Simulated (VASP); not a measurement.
# Cr: single point with PBEsol

The system is Cr.

```
Cr
1.0
    -2.30903    2.30903    1.25962
     2.30903   -2.30903    1.25962
     2.30903    2.30903   -1.25962
Cr
2
Direct
  0.00000 0.00000 0.00000
  0.75000 0.25000 0.50000
```

* Program: VASP 6.6.1
* Task: single point
* Functional: PBEsol
* Potentials or basis: VASP PAW PBE potentials, release 64 (Cr_pv)
* Cutoff: 520 eV
* k mesh: 8 × 8 × 8
* Occupations: gaussian, width 0.1 eV
* Spin: collinear spin, ferromagnetic start
* Starting moments: [3.0, 3.0] μB

* Pressure: -22.0 GPa
* Band gap on the k mesh: zero (filled and empty bands overlap)
* Net moment: 0.00 μB per cell
* Valence electrons inside the program's atomic spheres: Cr 10.91

Stress tensor (GPa, compression positive):
```
-22.14   0.00   0.00
  0.00 -22.14   0.00
  0.00   0.00 -21.69
```

Levels at points of the mesh, in eV from the Fermi level:
Spin up:
| k point | band 9 | band 10 | band 11 | band 12 | band 13 | band 14 | band 15 | band 16 |
| --- | --- | --- | --- | --- | --- | --- | --- | --- |
| (0.00, 0.00, 0.00) | -2.45 | -2.07 | -1.49 | 0.91 | 0.91 | 0.95 | 0.95 | 2.24 |
| (0.50, 0.00, 0.00) | -2.26 | -1.64 | -0.31 | -0.17 | -0.02 | 1.06 | 1.83 | 1.90 |
| (0.50, 0.50, 0.00) | -1.96 | -1.96 | -0.96 | -0.96 | 0.53 | 0.53 | 1.52 | 1.52 |
| (0.50, 0.50, 0.50) | -1.49 | -1.49 | -0.41 | -0.41 | 0.52 | 0.52 | 1.14 | 1.14 |
Spin down:
```csv
k point,band 8,band 9,band 10,band 11,band 12,band 13,band 14,band 15,band 16,band 17
"(0.00, 0.00, 0.00)",-3.99,-2.45,-2.07,-1.49,0.91,0.91,0.95,0.95,2.24,3.04
"(0.50, 0.00, 0.00)",-3.33,-2.26,-1.64,-0.31,-0.17,-0.02,1.06,1.83,1.90,3.46
"(0.50, 0.50, 0.00)",-4.16,-1.96,-1.96,-0.96,-0.96,0.53,0.53,1.52,1.52,1.78
"(0.50, 0.50, 0.50)",-3.32,-1.49,-1.49,-0.41,-0.41,0.52,0.52,1.14,1.14,1.19
```

Run time: 43 s on 1 thread of Intel(R) Xeon(R) 6975P-C (Granite Rapids) (shared host), peak memory 0.19 GiB.

Caveat: the cell stands under tension; an empty level that is flat over the whole mesh can mark a ghost state of the potentials, or a narrow d or f band; the moments typed at the start vanished in this run; the PAW data sets were made with another functional, which shifts forces and pressure a little.
